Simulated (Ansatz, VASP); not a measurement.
**One calculation of SnO, two programs**

```xyz
4
Lattice="3.9064 0.0000 0.0000 0.0000 3.9064 0.0000 0.0000 0.0000 4.9011" Properties=species:S:1:pos:R:3 pbc="T T T"
Sn    0.0000    1.9532    1.1160
Sn    1.9532    0.0000    3.7852
O     1.9532    1.9532    0.0000
O     0.0000    0.0000    0.0000
```

Change from the starting cell: hydrostatic strain +3.0%.

Alike in both runs: task single point; functional PBE; k mesh 6 × 6 × 6; occupations fermi-dirac, width 0.02 eV; no spin polarisation.

|  | VASP | Ansatz |
| --- | --- | --- |
| version | VASP 6.6.1 | Ansatz 0.2.0 |
| potentials or method | VASP PAW PBE potentials, release 64 (Sn_d, O) | plane waves, PAW |
| plane-wave cutoff (eV) | 600 | 420 |
| valence electrons in the cell | 40 | 40 |

Ansatz gave:

| Item | Value |
| --- | --- |
| pressure (GPa) | 0.8 |
| traceless stress, the component that is largest in VASP (GPa) | 1.62 |
| rms of the force components (eV/Å) | 0.179 |

Q: Which values does VASP return?

A: Pressure (GPa): 0.9; traceless stress, the component that is largest in VASP (GPa): 1.62; rms of the force components (eV/Å): 0.210.

Atom by atom the forces differ by 0.031 eV/Å (rms over components). With one functional, cell and mesh, what is left measures potentials, basis and numerics.
